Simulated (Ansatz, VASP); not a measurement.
Two plane-wave programs on ZrPdSe3

```xyz
5
Lattice="5.1791 0.0000 0.0000 0.0000 5.1791 0.0000 0.0000 0.0000 5.1791" Properties=species:S:1:pos:R:3 pbc="T T T"
Zr    0.0000    0.0000    0.0000
Pd    2.5895    2.5895    2.5895
Se    2.5895    0.0000    0.0000
Se    0.0000    2.5895    0.0000
Se    0.0000    0.0000    2.5895
```

Alike in both runs: task single point; functional PBE; k mesh 8 × 8 × 8; occupations gaussian, width 0.1 eV; collinear spin.

|  | VASP | Ansatz |
| --- | --- | --- |
| version | VASP 6.6.1 | Ansatz 0.2.0 |
| potentials or method | VASP PAW PBE potentials, release 64 (Zr_sv, Pd, Se), cutoff 520 eV | scalar-relativistic, plane waves, PAW |
| valence electrons in the cell | 40 | 78 |

```csv
,VASP,Ansatz,Ansatz less VASP
gap on the k mesh at the Fermi level (eV),none,none,-
pressure (GPa),0.0,0.0,-0.04
net moment per atom (μB),0.17,0.16,-0.001
```

A gap of «none» marks a metal or a gap that the smearing closes. With one functional, cell and mesh, what is left measures potentials, basis and numerics. VASP's potentials hold 40 valence electrons a cell and Ansatz's 78, so a difference there can come from the potentials and not from the codes. Ansatz's warnings: stability check not made.
